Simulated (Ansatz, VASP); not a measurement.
## Two plane-wave programs on SiPdRu5

```
Si Ru Pd
1.0
     3.62938    0.00000    0.00000
     0.00000    3.62938    0.00000
     0.00000    0.00000    8.01793
Si Ru Pd
1 5 1
Direct
  0.50000 0.50000 0.00000
  0.00000 0.50000 0.24903
  0.00000 0.50000 0.75097
  0.50000 0.00000 0.24903
  0.50000 0.00000 0.75097
  0.00000 0.00000 0.00000
  0.00000 0.00000 0.50000
```

Change from the starting cell: species swapped into the CdAsPt5 type (P4/mmm, No. 123).

Alike in both runs: functional PBE; k mesh 5 × 5 × 3; occupations gaussian, width 0.2 eV; no spin polarisation.

Ansatz relaxed the structure, and its values are those at the end. VASP's run is a single point on that final structure, the one shown.

```csv
,VASP,Ansatz
version,VASP 6.6.1,Ansatz 0.2.0
potentials or method,"VASP PAW PBE potentials, release 64 (Si, Ru_pv, Pd), cutoff 500 eV","scalar-relativistic, plane waves, PAW"
valence electrons in the cell,84,102
```

|  | VASP | Ansatz | Ansatz less VASP |
| --- | --- | --- | --- |
| gap on the k mesh at the Fermi level (eV) | none | none | - |
| pressure (GPa) | 0.5 | 0.5 | 0.00 |
| rms of the force components (eV/Å) | 0.008 | 0.003 | -0.0048 |

A gap of «none» marks a metal or a gap that the smearing closes. VASP's potentials hold 84 valence electrons a cell and Ansatz's 102, so a difference there can come from the potentials and not from the codes.
